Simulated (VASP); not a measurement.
# GeF5 (P6/mmm) in VASP: single point with PBE

Aim: the single point of GeF5 with PBE.

All numbers are computed with VASP 6.6.1; they aren't measurements. Logs are shortened: lines on timing, memory, paths and dates and some standing lists are left out, and cuts for length are marked.

## 1. The cell of the first run

The structure is hexagonal, space group P6/mmm (No. 191). Conventional cell: a = 6.382 Å, b = 6.382 Å, c = 2.991 Å, α = 90.00°, β = 90.00°, γ = 120.00°. Within 4.0 Å of Ge (site symmetry 6/mmm) lie 2 Ge at 2.99 Å and 24 F at 3.52 to 3.98 Å. Within 2.4 Å of F (site symmetry mmm) lie 2 F at 1.84 Å. Within 2.4 Å of F (site symmetry -6m2) lie 3 F at 1.84 Å.

## 2. Single point, PBE

The input, POSCAR:

```
GeF5
1.0
    6.3819833977      0.0000000000      0.0000000000
   -3.1909916989      5.5269597490      0.0000000000
    0.0000000000      0.0000000000      2.9914704875
Ge F
1 5
Direct
    0.0000000000      0.0000000000      0.5000000000
    0.5000000000      0.0000000000      0.0000000000
    0.0000000000      0.5000000000      0.0000000000
    0.5000000000      0.5000000000      0.0000000000
    0.3333333333      0.6666666667      0.0000000000
    0.6666666667      0.3333333333      0.0000000000
```

The input, INCAR.step1:

```
PREC = Accurate
ENCUT = 520
EDIFF = 1E-6
ISMEAR = 0
SIGMA = 0.1
LREAL = F
LASPH = T
NELM = 100
ALGO = Normal
ISIF = 2
LWAVE = F
LCHARG = T
GGA = PE
NBANDS = 34
```

The input, KPOINTS.step1:

```
Automatic mesh
0
Gamma
  6 6 12
```

The input, INCAR.step2:

```
PREC = Accurate
ENCUT = 520
EDIFF = 1E-6
ISMEAR = -5
SIGMA = 0.1
LREAL = F
LASPH = T
NELM = 100
ALGO = Normal
ISIF = 2
LWAVE = F
LCHARG = F
GGA = PE
LORBIT = 11
NBANDS = 34
NEDOS = 1001
ICHARG = 11
```

The input, KPOINTS.step2:

```
Automatic mesh
0
Gamma
  9 9 18
```

Potentials or basis: VASP PAW PBE potentials, release 64 (Ge_d, F).

Command:

```console
$ cat potpaw_PBE.64/Ge_d/POTCAR potpaw_PBE.64/F/POTCAR > POTCAR
$ cp INCAR.step1 INCAR
$ cp KPOINTS.step1 KPOINTS
$ mpirun -np 1 vasp_std > vasp.out
$ cp INCAR.step2 INCAR
$ cp KPOINTS.step2 KPOINTS
$ mpirun -np 1 vasp_std > vasp.out
```

OUTCAR:

```text
PREC = Accurate
   ENCUT = 520
   EDIFF = 1E-6
   ISMEAR = -5
   LREAL = F
   LASPH = T
   NELM = 100
   ISIF = 2
   GGA = PE
   LORBIT = 11
   ICHARG = 11

 ion  position               nearest neighbor table
   1  0.000  0.000  0.500-
   2  0.500  0.000  0.000-   5 1.84   6 1.84
   3  0.000  0.500  0.000-   5 1.84   6 1.84
   4  0.500  0.500  0.000-   5 1.84   6 1.84
   5  0.333  0.667  0.000-   3 1.84   2 1.84   4 1.84
   6  0.667  0.333  0.000-   3 1.84   2 1.84   4 1.84

  LATTYP: Found a hexagonal cell.
 ALAT       =     6.3819833977
 C/A-ratio  =     0.4687368019

  Lattice vectors:

 A1 = (   6.3819833977,   0.0000000000,   0.0000000000)
 A2 = (  -3.1909916989,   5.5269597490,   0.0000000000)
 A3 = (   0.0000000000,   0.0000000000,   2.9914704875)

Analysis of symmetry for initial positions (statically):
=====================================================================
 Subroutine PRICEL returns:
 Original cell was already a primitive cell.

 Routine SETGRP: Setting up the symmetry group for a
 hexagonal supercell.

 Subroutine GETGRP returns: Found 24 space group operations
 (whereof 24 operations were pure point group operations)
 out of a pool of 24 trial point group operations.

The static configuration has the point symmetry D_6h.

Analysis of symmetry for dynamics (positions and initial velocities):
=====================================================================
 Subroutine PRICEL returns:
 Original cell was already a primitive cell.

 Routine SETGRP: Setting up the symmetry group for a
 hexagonal supercell.

 Subroutine GETGRP returns: Found 24 space group operations
 (whereof 24 operations were pure point group operations)
 out of a pool of 24 trial point group operations.

The dynamic configuration has the point symmetry D_6h.

 Subroutine INISYM returns: Found 24 space group operations
 (whereof 24 operations are pure point group operations),
 and found     1 'primitive' translations

----------------------------------------------------------------------------------------

                                     Primitive cell

  volume of cell :     105.5180

  direct lattice vectors                    reciprocal lattice vectors
     6.381983398  0.000000000  0.000000000     0.156691100  0.090465649  0.000000000
    -3.190991699  5.526959749  0.000000000     0.000000000  0.180931298  0.000000000
     0.000000000  0.000000000  2.991470487     0.000000000  0.000000000  0.334283759

  length of vectors
     6.381983398  6.381983398  2.991470487     0.180931298  0.180931298  0.334283759

  position of ions in fractional coordinates (direct lattice)
     0.000000000  0.000000000  0.500000000
     0.500000000  0.000000000  0.000000000
     0.000000000  0.500000000  0.000000000
     0.500000000  0.500000000  0.000000000
     0.333333333  0.666666667  0.000000000
     0.666666667  0.333333333  0.000000000

  ion indices of the primitive-cell ions
   primitive index   ion index
                 1           1
                 2           2
                 3           3
                 4           4
                 5           5
                 6           6

----------------------------------------------------------------------------------------

 KPOINTS: Automatic mesh

Automatic generation of k-mesh.
 Grid dimensions read from file:
 generate k-points for:    9    9   18

 Generating k-lattice:

  Cartesian coordinates                     Fractional coordinates (reciprocal lattice)
     0.017410122  0.010051739  0.000000000     0.111111111  0.000000000  0.000000000
     0.000000000  0.020103478  0.000000000     0.000000000  0.111111111  0.000000000
     0.000000000  0.000000000  0.018571320     0.000000000  0.000000000  0.055555556

  Length of vectors
     0.020103478  0.020103478  0.018571320

  Shift w.r.t. Gamma in fractional coordinates (k-lattice)
     0.000000000  0.000000000  0.000000000

 TETIRR: Found   1476 inequivalent tetrahedra from     8748

 Subroutine IBZKPT returns following result:
 ===========================================

 Found    120 irreducible k-points:

 Following reciprocal coordinates:
            Coordinates               Weight
  0.000000  0.000000  0.000000      1.000000
  0.111111  0.000000  0.000000      6.000000
  0.222222  0.000000  0.000000      6.000000
  0.333333  0.000000  0.000000      6.000000
  0.444444  0.000000  0.000000      6.000000
  0.111111  0.111111  0.000000      6.000000
[... 16 lines left out ...]
  0.333333  0.222222  0.055556     24.000000
  0.333333  0.333333  0.055556      4.000000
 [... further k-points ...]
   k-points           NKPTS =    120   k-points in BZ     NKDIM =    120   number of bands    NBANDS=     34
   number of dos      NEDOS =   1001   number of ions     NIONS =      6
   total plane-waves  NPLWV =  55296
   dimension x,y,z NGX =    48 NGY =   48 NGZ =   24
   dimension x,y,z NGXF=    96 NGYF=   96 NGZF=   48
   ions per type =               1   5
   NGX,Y,Z   is equivalent  to a cutoff of  12.50, 12.50, 13.34 a.u.
   NGXF,Y,Z  is equivalent  to a cutoff of  25.01, 25.01, 26.68 a.u.
 SYSTEM =  unknown system
   PREC   = accura    normal or accurate (medium, high low for compatibility)
   ISTART =      0    job   : 0-new  1-cont  2-samecut
   ICHARG =     11    charge: 1-file 2-atom 10-const
   ISPIN  =      1    spin polarized calculation?
   LNONCOLLINEAR =      F non collinear calculations
   LSORBIT =      F    spin-orbit coupling
   LASPH  =      T    aspherical Exc in radial PAW
   ENCUT  =  520.0 eV  38.22 Ry    6.18 a.u.  11.87 11.87  5.56*2*pi/ulx,y,z
   NELM   =    100;   NELMIN=  2; NELMDL=  0     # of ELM steps
   EDIFF  = 0.1E-05   stopping-criterion for ELM
   LREAL  =      F    real-space projection
   EDIFFG = 0.1E-04   stopping-criterion for IOM
   NSW    =      0    number of steps for IOM
   IBRION =     -1    ionic relax: 0-MD 1-quasi-New 2-CG
   NFREE  =      0    steps in history (QN), initial steepest desc. (CG)
   ISIF   =      2    stress and relaxation
   ISYM   =      2    0-nonsym 1-usesym 2-fastsym
   POTIM  = 0.5000    time-step for ionic-motion
   TEBEG  =    0.0;   TEEND  =   0.0 temperature during run
   PSTRESS=    0.0 pullay stress
   NELECT =      49.0000    total number of electrons
   NUPDOWN=      -1.0000    fix difference up-down
   EMIN   =  10.00;   EMAX   =-10.00  energy-range for DOS
   EFERMI =   0.00;   METHOD = LEGACY
   ISMEAR =    -5;   SIGMA  =   0.10  broadening in eV -4-tet -1-fermi 0-gaus
   EFERMI_NEDOS =   21; number of points for ismear=-14 and -15
   IALGO  =     38    algorithm
   IMIX   =      4    mixing-type and parameters
     AMIX     =   0.40;   BMIX     =  1.00
     AMIX_MAG =   1.60;   BMIX_MAG =  1.00
  volume/ion in A,a.u.               =      17.59       118.68
  Fermi-wavevector in a.u.,A,eV,Ry     =   1.267743  2.395687 21.866914  1.607173
  Thomas-Fermi vector in A             =   2.400875
   LORBIT       =     11    0 simple, 1 ext, 2 COOP (PROOUT), +10 PAW based schemes
   GGA     = PE    functional components
   LHFCALC =     F    Hartree Fock is set to
   AEXX    =    0.0000 exact exchange contribution
   IVDW    =     0    specifies the selected vdW correction
   LEPSILON=     F    determine dielectric tensor
   LRPA    =     F    only Hartree local field effects (RPA)
 non-spin polarized calculation
 Fermi weights with tetrahedron method with Bloechl corrections
  energy-cutoff  :      520.00
  volume of cell :      105.52
 maximum number of plane-waves:      2877
 NGX is ok and might be reduce to    48

 number of electron      49.0000018 magnetization

 Free energy of the ion-electron system (eV)
  ---------------------------------------------------
  ext. energy  EPLUGINS =         0.00000000
  ---------------------------------------------------
  free energy    TOTEN  =       -12.76678504 eV

  energy without entropy =      -12.76678504  energy(sigma->0) =      -12.76678504

 E-fermi :  -1.3386     XC(G=0):  -8.0855

 val. band max:       -1.3492846178   @ k =   0.3333   0.2222   0.1111
 cond. band min:      -1.4004220169   @ k =   0.3333   0.3333   0.3333
 fundamental gap:     -0.0511373991
 Fermi energy:        -1.3386157545

 k-point     1 :       0.0000    0.0000    0.0000
  band No.  band energies     occupation
      1     -27.6575      2.00000
      2     -27.6575      2.00000
      3     -27.4244      2.00000
      4     -27.4244      2.00000
      5     -27.4045      2.00000
      6     -24.9668      2.00000
[... 26 lines left out ...]
     33      10.3557      0.00000
     34      11.1570      0.00000

 k-point     2 :       0.1111    0.0000    0.0000
  band No.  band energies     occupation
      1     -27.6575      2.00000
      2     -27.6575      2.00000
      3     -27.4244      2.00000
      4     -27.4244      2.00000
      5     -27.4045      2.00000
      6     -24.9471      2.00000
[... 26 lines left out ...]
     33      10.3637      0.00000
     34      11.2718      0.00000

 k-point     3 :       0.2222    0.0000    0.0000
  band No.  band energies     occupation
      1     -27.6575      2.00000
      2     -27.6575      2.00000
      3     -27.4244      2.00000
      4     -27.4244      2.00000
      5     -27.4045      2.00000
      6     -24.8895      2.00000
[... 26 lines left out ...]
     33      10.3720      0.00000
     34      11.2349      0.00000
[... 704 lines left out ...]
 k-point    23 :       0.3333    0.2222    0.0556
  band No.  band energies     occupation
      1     -27.6574      2.00000
      2     -27.6574      2.00000
      3     -27.4252      2.00000
      4     -27.4252      2.00000
      5     -27.4021      2.00000
      6     -24.6410      2.00000
[... 26 lines left out ...]
     33       9.8207      0.00000
     34      11.0304      0.00000

 k-point    24 :       0.3333    0.3333    0.0556
  band No.  band energies     occupation
      1     -27.6574      2.00000
      2     -27.6574      2.00000
      3     -27.4252      2.00000
      4     -27.4252      2.00000
      5     -27.4021      2.00000
      6     -24.5251      2.00000
[... 26 lines left out ...]
     33      10.3938      0.00000
     34      10.4003      0.00000

 [... further k-points ...]

------------------------ aborting loop because EDIFF is reached ----------------------------------------

  FORCE on cell =-STRESS in cart. coord.  units (eV):
  Direction    XX          YY          ZZ          XY          YZ          ZX
  --------------------------------------------------------------------------------------
  -------------------------------------------------------------------------------------
  Total       -0.6369593     -0.6369593      0.2988341      0.0000000     -0.0000000      0.0000000
  in kB       -9.6715389     -9.6715389      4.5374732      0.0000000     -0.0000000      0.0000000
  external PRESSURE =      -4.9352015 kB  Pullay stress =       0.0000000 kB

 VOLUME and BASIS-vectors are now :
 -----------------------------------------------------------------------------
  energy-cutoff  :      520.00
  volume of cell :      105.52
      direct lattice vectors                 reciprocal lattice vectors
     6.381983398  0.000000000  0.000000000     0.156691100  0.090465649  0.000000000
    -3.190991699  5.526959749  0.000000000     0.000000000  0.180931298  0.000000000
     0.000000000  0.000000000  2.991470487     0.000000000  0.000000000  0.334283759

 POSITION                                       TOTAL-FORCE (eV/Angst)
 -----------------------------------------------------------------------------------
      0.00000      0.00000      1.49574        -0.000000     -0.000000      0.000000
      3.19099      0.00000      0.00000        -0.000000     -0.000000      0.000000
     -1.59550      2.76348      0.00000        -0.000000     -0.000000      0.000000
      1.59550      2.76348      0.00000        -0.000000     -0.000000      0.000000
     -0.00000      3.68464      0.00000         0.000000     -0.000000      0.000000
      3.19099      1.84232      0.00000         0.000000      0.000000      0.000000
 -----------------------------------------------------------------------------------
    total drift:                               -0.000000      0.000000      0.000000

  FREE ENERGIE OF THE ION-ELECTRON SYSTEM (eV)
  ---------------------------------------------------
  free  energy   TOTEN  =       -12.7667850392 eV

  energy  without entropy=      -12.7667850392  energy(sigma->0) =      -12.76678504

 total charge

# of ion       s       p       d       tot
------------------------------------------
    1        1.374   0.465   9.967  11.806
    2        1.771   4.107   0.000   5.878
    3        1.771   4.107   0.000   5.878
    4        1.771   4.107   0.000   5.878
    5        1.783   4.059   0.000   5.842
    6        1.783   4.059   0.000   5.842
--------------------------------------------------
tot         10.251  20.905   9.967  41.124
```

Wall time 8.4 min (1 thread of Intel Xeon 8259CL, shared host); peak memory 0.46 GiB.

What came out:

```
Valence electrons inside the program's atomic spheres : Ge 11.81; F 5.88, 5.84 (each value once)
```

Levels at points of the mesh, in eV from the Fermi level:
```tsv
k point	band 23	band 24	band 25	band 26	band 27	band 28
(0.00, 0.00, 0.00)	-1.91	-0.89	0.56	0.56	1.01	1.01
(0.00, 0.00, 0.50)	-2.31	-2.23	-1.38	1.01	1.01	1.98
```

Caveat: an odd number of electrons without spin polarisation forces a metal; a magnetic or distorted state may lie lower; tetrahedron occupations give inexact forces and stress in metals.
